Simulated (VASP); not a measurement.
# Sn (C2/c) in VASP: further runs, part 2 of 2

VASP 6.6.1. The steps go on from the part before.

### 3 Single point, LDA

Input file INCAR:

```
PREC = Accurate ; ENCUT = 520
EDIFF = 1E-6 ; ISMEAR = -1
SIGMA = 0.1 ; LREAL = F
LASPH = T ; NELM = 100
ALGO = Normal ; ISIF = 2
LWAVE = F ; LCHARG = F
NBANDS = 21
```

Input file KPOINTS:

```
Automatic mesh
0
Gamma
  11 11 8
```

Input file POSCAR:

```
Sn
1.0
   -2.8994216605      2.9008009606      1.5581694818
    2.9008009606     -2.8994216605      1.5581694818
    2.8985835788      2.8985835788     -1.5556411493
Sn
2
Direct
    0.0000164062      0.9999835938      0.0000000000
    0.7499835938      0.2500164062      0.5000000000
```

Potentials or basis: VASP PAW LDA potentials, release 64 (Sn_d).

On the command line:

```sh
$ cat potpaw_LDA.64/Sn_d/POTCAR > POTCAR
$ mpirun -np 1 vasp_std > vasp.out
```

OUTCAR:

```text
PREC = Accurate
   ENCUT = 520
   EDIFF = 1E-6
   ISMEAR = -1
   LREAL = F
   LASPH = T
   NELM = 100
   ISIF = 2

 ion  position               nearest neighbor table
   1  0.000  1.000  0.000-   2 3.00   2 3.00   2 3.00   2 3.00   2 3.72   2 3.72   2 3.73   2 3.73

   2  0.750  0.250  0.500-   1 3.00   1 3.00   1 3.00   1 3.00   1 3.72   1 3.72   1 3.73   1 3.73

  LATTYP: Found a base centered monoclinic cell.
 ALAT       =     3.1163395741
 B/A-ratio  =     2.6321757628
 C/A-ratio  =     1.4069300504
[... 195 lines left out ...]
      3     -13.3223      2.00000
      4     -13.3220      2.00000
      5     -13.1330      2.00000
      6     -13.1328      2.00000
[... 565 lines left out ...]
     20      18.7258      0.00000
     21      18.9383      0.00000

 [... further k-points ...]
[... 5 lines left out ...]
  --------------------------------------------------------------------------------------
  -------------------------------------------------------------------------------------
  Total        0.0111292      0.0111292      0.0079082      0.0002000      0.0012742      0.0012742
  in kB        0.3402494      0.3402494      0.2417729      0.0061140      0.0389568      0.0389566
  external PRESSURE =       0.3074239 kB  Pullay stress =       0.0000000 kB

 VOLUME and BASIS-vectors are now :
 -----------------------------------------------------------------------------
  energy-cutoff  :      520.00
  volume of cell :       52.41
      direct lattice vectors                 reciprocal lattice vectors
    -2.899421660  2.900800961  1.558169482    -0.000114965  0.172292210  0.320813149
     2.900800961 -2.899421660  1.558169482     0.172292210 -0.000114965  0.320813149
     2.898583579  2.898583579 -1.555641149     0.172457079  0.172457079 -0.000152660

 POSITION                                       TOTAL-FORCE (eV/Angst)
 -----------------------------------------------------------------------------------
      2.90071     -2.89933      1.55817         0.000123     -0.000123      0.000000
      0.00002      2.89994      0.78035        -0.000123      0.000123     -0.000000
 -----------------------------------------------------------------------------------
    total drift:                               -0.000000     -0.000000     -0.000000

  FREE ENERGIE OF THE ION-ELECTRON SYSTEM (eV)
  ---------------------------------------------------
  free  energy   TOTEN  =        -9.0001875526 eV

  energy  without entropy=       -8.9725595252  energy(sigma->0) =       -8.98637354
```

OSZICAR:

```text
N       E                     dE             d eps       ncg     rms          rms(c)
DAV:   1     0.223032643948E+03    0.22303E+03   -0.14362E+04 11540   0.211E+03
DAV:   2     0.144574419084E+02   -0.20858E+03   -0.20428E+03 11420   0.456E+02
DAV:   3    -0.828629922797E+01   -0.22744E+02   -0.22556E+02 13114   0.136E+02
DAV:   4    -0.901376327171E+01   -0.72746E+00   -0.72694E+00 12945   0.269E+01
DAV:   5    -0.904314355518E+01   -0.29380E-01   -0.29379E-01 16064   0.510E+00    0.259E+00
DAV:   6    -0.901266959603E+01    0.30474E-01   -0.34940E-02 15480   0.263E+00    0.141E+00
DAV:   7    -0.900073147724E+01    0.11938E-01   -0.18176E-02 15515   0.187E+00    0.159E-01
DAV:   8    -0.900018164917E+01    0.54983E-03   -0.19521E-03 14724   0.628E-01    0.333E-02
DAV:   9    -0.900018718173E+01   -0.55326E-05   -0.50548E-05 15153   0.607E-02    0.137E-02
DAV:  10    -0.900018755263E+01   -0.37090E-06   -0.39014E-06 12883   0.244E-02
   1 F= -.90001876E+01 E0= -.89863735E+01  d E =-.276280E-01
```

Run time: 5.6 min. Hardware: 1 thread of Intel Xeon 8259CL, shared host; peak memory 0.34 GiB.

Results:

```yaml
Free_energy: -9.0002 eV
Pressure: 0.0 GPa
Band_gap_on_the_k_mesh: zero (bands 14 and 15 overlap by 3.81 eV)
```

Caveat: spin-orbit coupling is left out, which moves the levels of the heavy elements.

### 4 Single point, LDA

Input file INCAR:

```
SYSTEM = Sn
PREC = Accurate ; ENCUT = 520
EDIFF = 1E-6 ; ISMEAR = 1
SIGMA = 0.1 ; LREAL = .False.
LASPH = .True. ; NELM = 80
ALGO = Normal ; ISIF = 2
LWAVE = .False. ; LCHARG = .False.
NBANDS = 21
```

Input file KPOINTS:

```
regular mesh
0
Gamma
  11 11 8
  0 0 0
```

POSCAR is that of step 3.

Potentials or basis: VASP PAW LDA potentials, release 64 (Sn_d).

On the command line:

```sh
$ cat potpaw_LDA.64/Sn_d/POTCAR > POTCAR
$ mpirun -np 1 vasp_std > vasp.out
```

OUTCAR:

```text
SYSTEM = Sn
   PREC = Accurate
   ENCUT = 520
   EDIFF = 1E-6
   ISMEAR = 1
   LREAL = .False.
   LASPH = .True.
   NELM = 80
   ISIF = 2

 ion  position               nearest neighbor table
   1  0.000  1.000  0.000-   2 3.00   2 3.00   2 3.00   2 3.00   2 3.72   2 3.72   2 3.73   2 3.73

   2  0.750  0.250  0.500-   1 3.00   1 3.00   1 3.00   1 3.00   1 3.72   1 3.72   1 3.73   1 3.73

  LATTYP: Found a base centered monoclinic cell.
 ALAT       =     3.1163395741
 B/A-ratio  =     2.6321757628
 C/A-ratio  =     1.4069300504
 COS(beta)  =    -0.3542216887

[... 769 lines left out ...]

  FORCE on cell =-STRESS in cart. coord.  units (eV):
  Direction    XX          YY          ZZ          XY          YZ          ZX
  --------------------------------------------------------------------------------------
  -------------------------------------------------------------------------------------
  Total        0.0257366      0.0257366     -0.0288248      0.0095763     -0.0274874     -0.0274874
  in kB        0.7868340      0.7868340     -0.8812483      0.2927732     -0.8403608     -0.8403622
  external PRESSURE =       0.2308066 kB  Pullay stress =       0.0000000 kB

 VOLUME and BASIS-vectors are now :
 -----------------------------------------------------------------------------
  energy-cutoff  :      520.00
  volume of cell :       52.41
      direct lattice vectors                 reciprocal lattice vectors
    -2.899421660  2.900800961  1.558169482    -0.000114965  0.172292210  0.320813149
     2.900800961 -2.899421660  1.558169482     0.172292210 -0.000114965  0.320813149
     2.898583579  2.898583579 -1.555641149     0.172457079  0.172457079 -0.000152660

 POSITION                                       TOTAL-FORCE (eV/Angst)
 -----------------------------------------------------------------------------------
      2.90071     -2.89933      1.55817        -0.003538      0.003538      0.000000
      0.00002      2.89994      0.78035         0.003538     -0.003538     -0.000000
 -----------------------------------------------------------------------------------
    total drift:                               -0.000000     -0.000000     -0.000000

  FREE ENERGIE OF THE ION-ELECTRON SYSTEM (eV)
  ---------------------------------------------------
  free  energy   TOTEN  =        -8.9871647176 eV

  energy  without entropy=       -8.9872871172  energy(sigma->0) =       -8.98720552
```

stdout:

```text
POSCAR found type information on POSCAR Sn
 POSCAR found :  1 types and       2 ions
 scaLAPACK will be used
 LDA part: xc-table for (Slater(with rela. corr.)+CA(PZ))
 , standard interpolation
 POSCAR, INCAR and KPOINTS ok, starting setup
 FFT: planning ... GRIDC
 FFT: planning ... GRID_SOFT
 FFT: planning ... GRID
 WAVECAR not read
 entering main loop
```

Wall time 2.6 min (1 thread of AMD EPYC 9R45 (Zen 5), shared host); peak memory 0.32 GiB.

What came out:

```yaml
Free_energy: -8.9872 eV
Pressure: 0.0 GPa
Largest_force: 0.005 eV/Å
Band_gap_on_the_k_mesh: zero (bands 14 and 15 overlap by 3.81 eV)
```

Forces on the atoms (eV/Å):
```
Sn  -0.004  0.004  0.000
Sn   0.004 -0.004  0.000
```

Caveat: spin-orbit coupling is left out, which moves the levels of the heavy elements.

### 5 Single point, LDA

Input file INCAR:

```
SYSTEM = Sn
PREC = Accurate ; ENCUT = 520
EDIFF = 1E-7 ; ISMEAR = 1
SIGMA = 0.3 ; LREAL = .False.
LASPH = .True. ; NELM = 80
ALGO = Normal ; ISIF = 2
LWAVE = .False. ; LCHARG = .True.
LELF = .True. ; LVHAR = .True.
NBANDS = 21
```

Input file KPOINTS:

```
Automatic mesh
0
Gamma
  11 11 8
  0 0 0
```

POSCAR is that of step 4.

On the command line:

```sh
$ cat potpaw_LDA.64/Sn_d/POTCAR > POTCAR
$ mpirun -np 1 vasp_std > vasp.out
```

Wall time 2.9 min (1 thread of AMD EPYC 9R45 (Zen 5), shared host); peak memory 0.31 GiB.

Results (log left out):

* Free energy: -8.9860 eV
* Pressure: 0.0 GPa
* Band gap on the k mesh: zero (bands 14 and 15 overlap by 3.81 eV)

Levels at points of the mesh, in eV from the Fermi level:
| k point | band 10 | band 11 | band 12 | band 13 | band 14 | band 15 | band 16 | band 17 | band 18 | band 19 |
| --- | --- | --- | --- | --- | --- | --- | --- | --- | --- | --- |
| (0.00, 0.00, 0.00) | -21.02 | -11.38 | -3.73 | -2.09 | -2.08 | 3.01 | 6.25 | 6.25 | 7.26 | 7.35 |
| (0.00, 0.00, 0.50) | -21.16 | -9.10 | -9.10 | 0.56 | 0.56 | 1.56 | 1.56 | 6.37 | 6.37 | 10.08 |

Caveat: so wide a smearing shifts energies and pressures; spin-orbit coupling is left out, which moves the levels of the heavy elements.

### 6 Overview

```tsv
smearing	gap on the mesh (eV)	pressure (GPa)
fermi-dirac 0.1 eV	none	0.0
methfessel-paxton 0.1 eV	none	0.0
methfessel-paxton 0.3 eV	none	0.0
```

Alike in all rows: task single point; level LDA; potentials or basis VASP PAW LDA potentials, release 64 (Sn_d); no spin polarisation; cell as given; k mesh 11 × 11 × 8; cutoff (eV) 520.

Caveats: spin-orbit coupling is left out, which moves the levels of the heavy elements; so wide a smearing shifts energies and pressures (at least some runs).

Absolute energies hang on the potentials; compare differences alone.
